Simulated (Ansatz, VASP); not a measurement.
One calculation of MgO, two programs

```xyz
2
Lattice="0.0000 2.0803 2.0803 2.0803 0.0000 2.0803 2.0803 2.0803 0.0000" Properties=species:S:1:pos:R:3 pbc="T T T"
Mg    0.0000    0.0000    0.0000
O     2.0803    2.0803    2.0803
```

Alike in both runs: functional LDA; k mesh 10 × 10 × 10; occupations gaussian, width 0.02 eV; no spin polarisation.

Ansatz relaxed the structure, and its values are those at the end. VASP's run is a single point on that final structure, the one shown.

|  | VASP | Ansatz |
| --- | --- | --- |
| version | VASP 6.6.1 | Ansatz 0.2.0 |
| potentials or method | VASP PAW LDA potentials, release 64 (Mg_sv, O), cutoff 840 eV | scalar-relativistic, plane waves, PAW |
| valence electrons in the cell | 16 | 16 |

|  | VASP | Ansatz | Ansatz less VASP |
| --- | --- | --- | --- |
| gap on the k mesh at the Fermi level (eV) | 5.03 | 5.03 | -0.006 |
| least direct gap on the mesh (eV) | 5.03 | 5.03 | -0.006 |
| pressure (GPa) | 0.4 | 0.0 | -0.44 |

Ansatz warns that its potentials were made for another functional, while VASP's fit it. LDA's correlation is that of Perdew and Zunger in VASP and of Perdew and Wang (1992) in Ansatz.
